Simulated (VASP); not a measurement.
Runs of VASP 6.6.1 on SnO. The structure is that of space group Pmn2_1 (No. 31), or close to it. The cells are those of the table. 

| cell | gap on the mesh (eV) | pressure (GPa) | largest force (eV/Å) |
| --- | --- | --- | --- |
| a = 3.389, b = 5.731, c = 4.222 Å, 4 atoms | 1.36 | -5.8 | 0.63 |
| a = 3.338, b = 5.646, c = 4.222 Å, 4 atoms | 1.32 | (c) | 0.19 |
| a = 3.372, b = 5.702, c = 4.222 Å, 4 atoms | (b) | -5.1 | 0.49 |
| a = 3.305, b = 5.589, c = 4.222 Å, 4 atoms | 1.28 | (a) | 0.12 |
| a = 3.321, b = 5.617, c = 4.222 Å, 4 atoms | 1.30 | -2.8 | 0.10 |
| a = 3.288, b = 5.561, c = 4.222 Å, 4 atoms | 1.27 | -1.1 | 0.29 |

Alike in all rows: task single point; level PBEsol+D3(BJ); potentials or basis VASP PAW PBE potentials, release 64 (Sn_d, O); no spin polarisation; k mesh 8 × 6 × 6; cutoff (eV) 520; smearing gaussian 0.05 eV.

Task: Estimate the missing entries.

Result: (a) -2.0; (b) 1.34; (c) -3.6.

Caveats: the PAW data sets were made with another functional, which shifts forces and pressure a little; spin-orbit coupling is left out, which moves the levels of the heavy elements; the cell stands under tension (at least some runs).

A k mesh can miss the band edges, and the runs leave out spin-orbit coupling on Sn.
